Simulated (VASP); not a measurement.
Write the native input for VASP 6.6.1 that does the following.

```
Task                   : single point
Functional             : PBE
Potentials or basis    : VASP PAW PBE potentials, release 64 (Ir)
Cutoff                 : 520 eV
k mesh                 : 22 × 22 × 22
Occupations            : gaussian, width 0.15 eV
Spin                   : no spin polarisation
Dipole correction      : no
Further INCAR settings : ALGO = Fast; EDIFF = 1e-07; NBANDS = 10
```

The structure of Ir lies in POSCAR:

```
Ir
1.0
    0.0000000000      2.1265459034      1.7307957107
    2.1265459034      0.0000000000      1.7307957107
    2.1265459034      2.1265459034      0.0000000000
Ir
1
Direct
    0.0000000000      0.0000000000      0.0000000000
```

One way to write it, as run:

INCAR

```
SYSTEM = Ir
PREC = Accurate
ENCUT = 520
EDIFF = 1E-7
ISMEAR = 0
SIGMA = 0.15
LREAL = .FALSE.
LASPH = .TRUE.
NELM = 80
ALGO = Fast
ISIF = 2
LWAVE = .FALSE.
LCHARG = .TRUE.
GGA = PE
LELF = .TRUE.
LVHAR = .TRUE.
NBANDS = 10
```

KPOINTS

```
regular mesh
0
G
  22 22 22
  0 0 0
```

Potentials or basis: VASP PAW PBE potentials, release 64 (Ir).

Command:

```console
$ cat potpaw_PBE.64/Ir/POTCAR > POTCAR
$ mpirun -np 1 vasp_std > vasp.out
```

Results of the run:

| Property | Result |
| --- | --- |
| Pressure | -15.4 GPa |
| Band gap on the k mesh | zero (an odd number of electrons rules out a gap without spin polarisation) |

Caveat: the cell stands under tension; spin-orbit coupling is left out, which moves the levels of the heavy elements.

It took 100 s on 1 thread of Intel(R) Xeon(R) Platinum 8559C (Emerald Rapids), with other jobs on the host, peak memory 0.25 GiB.
